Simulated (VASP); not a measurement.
## CaO: single point with PBE

CaO:

```
Ca O
1.0
     0.00000    2.27767    2.27767
     2.27767    0.00000    2.27767
     2.27767    2.27767    0.00000
Ca O
1 1
Direct
  0.00000 0.00000 0.00000
  0.50000 0.50000 0.50000
```

This cell differs from its parent crystal: strain -5.0%.

```
Program                : VASP 6.6.1
Task                   : single point
Functional             : PBE
Potentials or basis    : VASP PAW PBE potentials, release 64 (Ca_sv, O)
Cutoff                 : 520 eV
k mesh                 : 6 × 6 × 6
Occupations            : gaussian, width 0.01 eV
Spin                   : no spin polarisation
Dipole correction      : no
Further INCAR settings : ALGO = Normal; EDIFF = 1e-06; NBANDS = 15
```

```
Pressure               : 28.5 GPa
Band gap on the k mesh : 3.52 eV, indirect (least direct gap 3.83 eV)
```

Levels at points of the mesh, in eV from the valence-band top:
| k point | band 5 | band 6 | band 7 | band 8 | band 9 | band 10 | band 11 | band 12 |
| --- | --- | --- | --- | --- | --- | --- | --- | --- |
| (0.00, 0.00, 0.00) | -15.85 | 0.00 | 0.00 | 0.00 | 6.15 | 6.58 | 6.58 | 6.58 |
| (0.50, 0.00, 0.00) | -13.83 | -3.04 | -1.57 | -1.57 | 7.81 | 9.24 | 9.24 | 9.81 |
| (0.50, 0.50, 0.00) | -15.66 | -1.16 | -0.31 | -0.31 | 3.52 | 9.31 | 9.81 | 10.64 |

Wall time 2.9 s on 1 thread of Intel(R) Xeon(R) 6975P-C (Granite Rapids), with other jobs on the host, peak memory 0.13 GiB.

Caveat: the cell differs from its parent crystal (strain -5.0%). A k mesh can miss the band edges.
